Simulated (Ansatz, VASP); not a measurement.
**One calculation of TlV, two programs**

Contents of INCAR:

```
ALGO     = Normal         # electronic algorithm
EDIFF    = 1E-6           # SCF threshold, eV
ENCUT    = 500            # plane-wave cutoff, eV
GGA      = PE             # functional
GGA_COMPAT= F            
ISIF     = 2              # what is computed and relaxed
ISMEAR   = 0              # smearing method
ISPIN    = 2              # spin polarisation
LASPH    = T              # aspherical terms in the spheres
LCHARG   = F              # write CHGCAR
LMAXMIX  = 4              # l up to which the mixer works
LORBIT   = 11             # projections on sites
LREAL    = F              # projectors in reciprocal space
LWAVE    = F              # write WAVECAR
MAGMOM   = 2 0            # initial moments
NBANDS   = 24             # bands
NELM     = 200            # most SCF steps
PREC     = Accurate       # precision mode
SIGMA    = 0.1            # smearing width, eV
```

The input KPOINTS:

```
k-points
0
Gamma
  6 6 6
```

POSCAR

```
TlV
1.0
    0.0000000000      2.7728952446      2.7728952446
    2.7728952446      0.0000000000      2.7728952446
    2.7728952446      2.7728952446      0.0000000000
V Tl
1 1
Direct
    0.5000000000      0.5000000000      0.5000000000
    0.0000000000      0.0000000000      0.0000000000
```

Input for Ansatz:

```yaml
crystal:
  lattice:
    - [0.0, 2.7728952446, 2.7728952446]
    - [2.7728952446, 0.0, 2.7728952446]
    - [2.7728952446, 2.7728952446, 0.0]
  atoms:
    - { symbol: V, position: [0.5, 0.5, 0.5], spin: 2.0 }
    - { symbol: Tl, position: [0.0, 0.0, 0.0] }
basis:
  ecutwfc: 420
kpoints:
  mp_grid: { grid: [6, 6, 6] }
hamiltonian:
  xc: pbe
scf:
  occupations: { method: gaussian, width: 0.1 }
  lower_state_search: "off"
output:
  forces: true
  stress: true
  eigenvalues: true
  populations: true
magnetization:
  spin_polarized: true
```

Alike in both runs: task single point; functional PBE; k mesh 6 × 6 × 6; occupations gaussian, width 0.1 eV; collinear spin.

|  | VASP | Ansatz |
| --- | --- | --- |
| version | VASP 6.6.1 | Ansatz 0.2.0 |
| potentials or method | VASP PAW PBE potentials, release 64 (V_sv, Tl_d), cutoff 500 eV | scalar-relativistic, plane waves, PAW |
| valence electrons in the cell | 26 | 26 |

Ansatz gave:

- gap on the k mesh at the Fermi level (eV): none
- pressure (GPa): -1.2
- net moment per atom (μB): 0.17

Question: Estimate VASP's values.

Answer: gap on the k mesh at the Fermi level (eV): none; pressure (GPa): -1.2; net moment per atom (μB): 0.18.

A gap of «none» marks a metal or a gap that the smearing closes. The functional is the same, so the differences come from potentials, cutoffs and numerics.

Neither program's run includes spin-orbit coupling.
